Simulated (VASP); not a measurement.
Al (a cell with a defect), 31 atoms in the cell. The cell holds a defect, 31 atoms: a = 8.100 Å, b = 8.100 Å, c = 8.100 Å, α = 90.00°, β = 90.00°, γ = 90.00°. 

| Item | Value |
| --- | --- |
| Program | VASP 6.6.1 |
| Task | single point |
| Functional | PBE |
| Potentials or basis | VASP PAW PBE potentials, release 64 (Al) |
| Cutoff | 520 eV |
| k mesh | 3 × 3 × 3 |
| Occupations | gaussian, width 0.05 eV |
| Spin | no spin polarisation |
| Dipole correction | no |
| Further INCAR settings | LREAL = Auto; ALGO = Normal; EDIFF = 1e-06; NBANDS = 68 |

Potentials or basis: VASP PAW PBE potentials, release 64 (Al).

Run with:

```sh
$ cat potpaw_PBE.64/Al/POTCAR > POTCAR
$ mpirun -np 1 vasp_std > vasp.out
```

Hardware: 1 thread of Oxide Virtual Turin-like Processor, with other jobs on the host.

Question: Estimate the wall time of this run.

Answer: It took 13 min on 1 thread of Oxide Virtual Turin-like Processor, with other jobs on the host, peak memory 0.59 GiB. Counts: scf iterations 13, k points 14.
